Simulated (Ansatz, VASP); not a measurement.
Be2Si: VASP beside Ansatz

```
Si Be
1.0
     0.00000    2.64000    2.64000
     2.64000    0.00000    2.64000
     2.64000    2.64000    0.00000
Si Be
1 2
Direct
  0.00000 0.00000 0.00000
  0.25000 0.25000 0.25000
  0.75000 0.75000 0.75000
```

Alike in both runs: task single point; functional PBE; k mesh 9 × 9 × 9; occupations fermi-dirac, width 0.05 eV; no spin polarisation.

```csv
,VASP,Ansatz
version,VASP 6.6.1,Ansatz 0.2.0
potentials or method,"VASP PAW PBE potentials, release 64 (Si, Be)",Ansatz NC
plane-wave cutoff (eV),520,1800
valence electrons in the cell,8,12
```

|  | VASP | Ansatz | Ansatz less VASP |
| --- | --- | --- | --- |
| gap on the k mesh at the Fermi level (eV) | none | none | - |
| pressure (GPa) | 0.2 | 0.1 | -0.09 |

A gap of «none» marks a metal or a gap that the smearing closes. The functional is the same, so the differences come from potentials, cutoffs and numerics. VASP's potentials hold 8 valence electrons a cell and Ansatz's 12, so a difference there can come from the potentials and not from the codes.
